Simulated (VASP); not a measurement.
# Au in VASP: single point with LDA

Aim: the single point of Au with LDA.

Program: VASP 6.6.1. These are calculated values, not measurements. Logs are shortened: lines on timing, memory, paths and dates and some standing lists are left out, and cuts for length are marked.

**1. The cell of the first run**

The cell holds a slab with vacuum, 5 atoms: a = 2.863 Å, b = 2.863 Å, c = 25.349 Å, α = 90.00°, β = 90.00°, γ = 120.00°.

**2. Single point, LDA**

The input, POSCAR:

```
Au
1.0
    2.8626073071      0.0000000000      0.0000000000
   -1.4313036535      2.4790906490      0.0000000000
    0.0000000000      0.0000000000     25.3492000000
Au
5
Direct
    0.8333333330      0.1666666670      0.3155910974
    0.1666666670      0.8333333330      0.4077955484
    0.5000000000      0.5000000000      0.5000000000
    0.8333333330      0.1666666670      0.5922044516
    0.1666666670      0.8333333330      0.6844089026
```

The input, INCAR.step1:

```
SYSTEM = Au
PREC = Accurate ; ENCUT = 520
EDIFF = 1E-6 ; ISMEAR = -1
SIGMA = 0.05 ; LREAL = .False.
LASPH = .True. ; NELM = 80
ALGO = Normal ; ISIF = 2
LWAVE = .False. ; LCHARG = .True.
LMAXMIX = 4 ; LDIPOL = .True.
IDIPOL = 3 ; DIPOL = 0.5 0.5 0.500
NBANDS = 36
```

The input, KPOINTS.step1:

```
regular mesh
0
Gamma
  13 13 1
  0 0 0
```

The input, INCAR.step2:

```
SYSTEM = Au
PREC = Accurate ; ENCUT = 520
EDIFF = 1E-6 ; ISMEAR = -5
SIGMA = 0.05 ; LREAL = .False.
LASPH = .True. ; NELM = 80
ALGO = Normal ; ISIF = 2
LWAVE = .False. ; LCHARG = .False.
LMAXMIX = 4 ; LDIPOL = .True.
IDIPOL = 3 ; DIPOL = 0.5 0.5 0.500
LORBIT = 11 ; NEDOS = 2001
ICHARG = 11
```

The input, KPOINTS.step2:

```
regular mesh
0
Gamma
  20 20 1
  0 0 0
```

Potentials or basis: VASP PAW LDA potentials, release 64 (Au).

Started as:

```bash
$ cat potpaw_LDA.64/Au/POTCAR > POTCAR
$ cp INCAR.step1 INCAR
$ cp KPOINTS.step1 KPOINTS
$ mpirun -np 1 vasp_std > vasp.out
$ cp INCAR.step2 INCAR
$ cp KPOINTS.step2 KPOINTS
$ mpirun -np 1 vasp_std > vasp.out
```

OUTCAR:

```text
SYSTEM = Au
   PREC = Accurate
   ENCUT = 520
   EDIFF = 1E-6
   ISMEAR = -5
   LREAL = .False.
   LASPH = .True.
   NELM = 80
   ISIF = 2
   LORBIT = 11
   ICHARG = 11

 ion  position               nearest neighbor table
   1  0.833  0.167  0.316-   2 2.86   2 2.86   2 2.86
   2  0.167  0.833  0.408-   1 2.86   1 2.86   1 2.86   3 2.86   3 2.86   3 2.86
   3  0.500  0.500  0.500-   2 2.86   4 2.86   4 2.86   2 2.86   2 2.86   4 2.86
   4  0.833  0.167  0.592-   5 2.86   5 2.86   5 2.86   3 2.86   3 2.86   3 2.86
   5  0.167  0.833  0.684-   4 2.86   4 2.86   4 2.86

  LATTYP: Found a hexagonal cell.
 ALAT       =     2.8626073071
 C/A-ratio  =     8.8552837608

  Lattice vectors:

 A1 = (   2.8626073071,   0.0000000000,   0.0000000000)
 A2 = (  -1.4313036535,   2.4790906490,   0.0000000000)
 A3 = (   0.0000000000,   0.0000000000,  25.3492000000)

Analysis of symmetry for initial positions (statically):
=====================================================================
 Subroutine PRICEL returns:
 Original cell was already a primitive cell.

 Routine SETGRP: Setting up the symmetry group for a
 hexagonal supercell.

 Subroutine GETGRP returns: Found 12 space group operations
 (whereof  4 operations were pure point group operations)
 out of a pool of 24 trial point group operations.

The static configuration has the point symmetry C_2h.
 The point group associated with its full space group is D_3d.

Analysis of symmetry for dynamics (positions and initial velocities):
=====================================================================
 Subroutine PRICEL returns:
 Original cell was already a primitive cell.

 Routine SETGRP: Setting up the symmetry group for a
 hexagonal supercell.

 Subroutine GETGRP returns: Found 12 space group operations
 (whereof  4 operations were pure point group operations)
 out of a pool of 24 trial point group operations.

The dynamic configuration has the point symmetry C_2h.
 The point group associated with its full space group is D_3d.

 Subroutine INISYM returns: Found 12 space group operations
 (whereof  4 operations are pure point group operations),
 and found     1 'primitive' translations

----------------------------------------------------------------------------------------

                                     Primitive cell

  volume of cell :     179.8947

  direct lattice vectors                    reciprocal lattice vectors
     2.862607307  0.000000000  0.000000000     0.349331883  0.201686857  0.000000000
    -1.431303654  2.479090649  0.000000000     0.000000000  0.403373713  0.000000000
     0.000000000  0.000000000 25.349200000     0.000000000  0.000000000  0.039448977

  length of vectors
     2.862607307  2.862607307 25.349200000     0.403373713  0.403373713  0.039448977

  position of ions in fractional coordinates (direct lattice)
     0.833333333  0.166666667  0.315591097
     0.166666667  0.833333333  0.407795548
     0.500000000  0.500000000  0.500000000
     0.833333333  0.166666667  0.592204452
     0.166666667  0.833333333  0.684408903

  ion indices of the primitive-cell ions
   primitive index   ion index
                 1           1
                 2           2
                 3           3
                 4           4
                 5           5

----------------------------------------------------------------------------------------

 KPOINTS: regular mesh

Automatic generation of k-mesh.
 Grid dimensions read from file:
 generate k-points for:   20   20    1

 Generating k-lattice:

  Cartesian coordinates                     Fractional coordinates (reciprocal lattice)
     0.017466594  0.010084343  0.000000000     0.050000000  0.000000000  0.000000000
     0.000000000  0.020168686  0.000000000     0.000000000  0.050000000  0.000000000
     0.000000000  0.000000000  0.039448977     0.000000000  0.000000000  1.000000000

  Length of vectors
     0.020168686  0.020168686  0.039448977

  Shift w.r.t. Gamma in fractional coordinates (k-lattice)
     0.000000000  0.000000000  0.000000000

 TETIRR: Found    210 inequivalent tetrahedra from     2400

 Subroutine IBZKPT returns following result:
 ===========================================

 Found     44 irreducible k-points:

 Following reciprocal coordinates:
            Coordinates               Weight
  0.000000  0.000000  0.000000      1.000000
  0.050000 -0.000000  0.000000      6.000000
  0.100000 -0.000000  0.000000      6.000000
  0.150000 -0.000000  0.000000      6.000000
  0.200000 -0.000000  0.000000      6.000000
  0.250000 -0.000000  0.000000      6.000000
[... 16 lines left out ...]
  0.200000  0.100000  0.000000     12.000000
  0.250000  0.100000  0.000000     12.000000
 [... further k-points ...]
   k-points           NKPTS =     44   k-points in BZ     NKDIM =     44   number of bands    NBANDS=     33
   number of dos      NEDOS =   2001   number of ions     NIONS =      5
   total plane-waves  NPLWV = 110592
   dimension x,y,z NGX =    24 NGY =   24 NGZ =  192
   dimension x,y,z NGXF=    48 NGYF=   48 NGZF=  384
   ions per type =               5
   NGX,Y,Z   is equivalent  to a cutoff of  13.94, 13.94, 12.59 a.u.
   NGXF,Y,Z  is equivalent  to a cutoff of  27.88, 27.88, 25.18 a.u.
 SYSTEM =  Au
   PREC   = accura    normal or accurate (medium, high low for compatibility)
   ISTART =      0    job   : 0-new  1-cont  2-samecut
   ICHARG =     11    charge: 1-file 2-atom 10-const
   ISPIN  =      1    spin polarized calculation?
   LNONCOLLINEAR =      F non collinear calculations
   LSORBIT =      F    spin-orbit coupling
   LASPH  =      T    aspherical Exc in radial PAW
   ENCUT  =  520.0 eV  38.22 Ry    6.18 a.u.   5.32  5.32 47.13*2*pi/ulx,y,z
   NELM   =     80;   NELMIN=  2; NELMDL=  0     # of ELM steps
   EDIFF  = 0.1E-05   stopping-criterion for ELM
   LREAL  =      F    real-space projection
   EDIFFG = 0.1E-04   stopping-criterion for IOM
   NSW    =      0    number of steps for IOM
   IBRION =     -1    ionic relax: 0-MD 1-quasi-New 2-CG
   NFREE  =      0    steps in history (QN), initial steepest desc. (CG)
   ISIF   =      2    stress and relaxation
   ISYM   =      2    0-nonsym 1-usesym 2-fastsym
   POTIM  = 0.5000    time-step for ionic-motion
   TEBEG  =    0.0;   TEEND  =   0.0 temperature during run
   PSTRESS=    0.0 pullay stress
   NELECT =      55.0000    total number of electrons
   NUPDOWN=      -1.0000    fix difference up-down
   EMIN   =  10.00;   EMAX   =-10.00  energy-range for DOS
   EFERMI =   0.00;   METHOD = LEGACY
   ISMEAR =    -5;   SIGMA  =   0.05  broadening in eV -4-tet -1-fermi 0-gaus
   EFERMI_NEDOS =   21; number of points for ismear=-14 and -15
   IALGO  =     38    algorithm
   IMIX   =      4    mixing-type and parameters
     AMIX     =   0.40;   BMIX     =  1.00
     AMIX_MAG =   1.60;   BMIX_MAG =  1.00
  volume/ion in A,a.u.               =      35.98       242.80
  Fermi-wavevector in a.u.,A,eV,Ry     =   1.102866  2.084115 16.548961  1.216314
  Thomas-Fermi vector in A             =   2.239316
   LORBIT       =     11    0 simple, 1 ext, 2 COOP (PROOUT), +10 PAW based schemes
   GGA     = CA    functional components
   LHFCALC =     F    Hartree Fock is set to
   AEXX    =    0.0000 exact exchange contribution
   IVDW    =     0    specifies the selected vdW correction
   LEPSILON=     F    determine dielectric tensor
   LRPA    =     F    only Hartree local field effects (RPA)
 non-spin polarized calculation
 Fermi weights with tetrahedron method with Bloechl corrections
  energy-cutoff  :      520.00
  volume of cell :      179.89
 maximum number of plane-waves:      4907
 NGX is ok and might be reduce to    24

 number of electron      55.0000004 magnetization

 dipolmoment           0.000000      0.000000      0.000000 electrons x Angstroem

 Free energy of the ion-electron system (eV)
  ---------------------------------------------------
  ext. energy  EPLUGINS =         0.00000000
  ---------------------------------------------------
  free energy    TOTEN  =       -21.22751267 eV

  energy without entropy =      -21.22751267  energy(sigma->0) =      -21.22751267

 E-fermi :   1.4487     XC(G=0):  -6.7485

 val. band max:        1.4252514289   @ k =   0.3500   0.1000   0.0000
 cond. band min:       1.3535045837   @ k =   0.0000   0.0000   0.0000
 fundamental gap:     -0.0717468452
 Fermi energy:         1.4486773865

 k-point     1 :       0.0000    0.0000    0.0000
  band No.  band energies     occupation
      1      -8.4173      2.00000
      2      -7.5175      2.00000
      3      -6.5392      2.00000
      4      -5.9673      2.00000
      5      -5.9220      2.00000
      6      -3.4838      2.00000
[... 25 lines left out ...]
     32       6.0592      0.00000
     33       6.8305      0.00000

 k-point     2 :       0.0500   -0.0000    0.0000
  band No.  band energies     occupation
      1      -8.3383      2.00000
      2      -7.4403      2.00000
      3      -6.4621      2.00000
      4      -5.8970      2.00000
      5      -5.8469      2.00000
      6      -3.5207      2.00000
[... 25 lines left out ...]
     32       6.0894      0.00000
     33       6.8890      0.00000
[... 754 lines left out ...]
     32       7.1355      0.00000
     33       8.4544      0.00000

 k-point    24 :       0.2500    0.1000    0.0000
  band No.  band energies     occupation
      1      -6.0703      2.00000
      2      -5.5534      2.00000
      3      -5.0951      2.00000
      4      -4.8535      2.00000
      5      -4.5803      2.00000
      6      -4.4301      2.00000
[... 25 lines left out ...]
     32       7.6538      0.00000
     33       9.0075      0.00000

 [... further k-points ...]

------------------------ aborting loop because EDIFF is reached ----------------------------------------

 vacuum level on the upper side and lower side of the slab       (xc-potential included)        -0.008        -0.008

  FORCE on cell =-STRESS in cart. coord.  units (eV):
  Direction    XX          YY          ZZ          XY          YZ          ZX
  --------------------------------------------------------------------------------------
  -------------------------------------------------------------------------------------
  Total       -3.2664683     -3.2664683      0.2766116     -0.0000000     -0.0000000      0.0000000
  in kB      -29.0917994    -29.0917994      2.4635564     -0.0000000     -0.0000000      0.0000000
  external PRESSURE =     -18.5733474 kB  Pullay stress =       0.0000000 kB

 VOLUME and BASIS-vectors are now :
 -----------------------------------------------------------------------------
  energy-cutoff  :      520.00
  volume of cell :      179.89
      direct lattice vectors                 reciprocal lattice vectors
     2.862607307  0.000000000  0.000000000     0.349331883  0.201686857  0.000000000
    -1.431303654  2.479090649  0.000000000     0.000000000  0.403373713  0.000000000
     0.000000000  0.000000000 25.349200000     0.000000000  0.000000000  0.039448977

 POSITION                                       TOTAL-FORCE (eV/Angst)
 -----------------------------------------------------------------------------------
      2.14696      0.41318      7.99998         0.000000      0.000000     -0.067001
     -0.71565      2.06591     10.33729        -0.000000     -0.000000      0.099108
      0.71565      1.23955     12.67460        -0.000000      0.000000      0.000000
      2.14696      0.41318     15.01191         0.000000      0.000000     -0.099108
     -0.71565      2.06591     17.34922        -0.000000      0.000000      0.067001
 -----------------------------------------------------------------------------------
    total drift:                                0.000000      0.000000      0.000000

  FREE ENERGIE OF THE ION-ELECTRON SYSTEM (eV)
  ---------------------------------------------------
  free  energy   TOTEN  =       -21.2275126681 eV

  energy  without entropy=      -21.2275126681  energy(sigma->0) =      -21.22751267

 vacuum level on the upper side and lower side of the slab         7.015         7.015

 total charge

# of ion       s       p       d       tot
------------------------------------------
    1        0.567   0.292   8.753   9.611
    2        0.544   0.369   8.768   9.681
    3        0.547   0.384   8.768   9.699
    4        0.544   0.369   8.768   9.681
    5        0.567   0.292   8.753   9.611
--------------------------------------------------
tot          2.769   1.707  43.809  48.285
```

Run time: 9.1 min. Hardware: 1 thread of Intel Xeon 8259CL, shared host; peak memory 0.34 GiB.

Results:

| Quantity | Value |
| --- | --- |
| Valence electrons inside the program's atomic spheres | Au 9.61, 9.68, 9.70 (each value once) |

Caveat: spin-orbit coupling is left out, which moves the levels of the heavy elements; tetrahedron occupations give inexact forces and stress in metals.
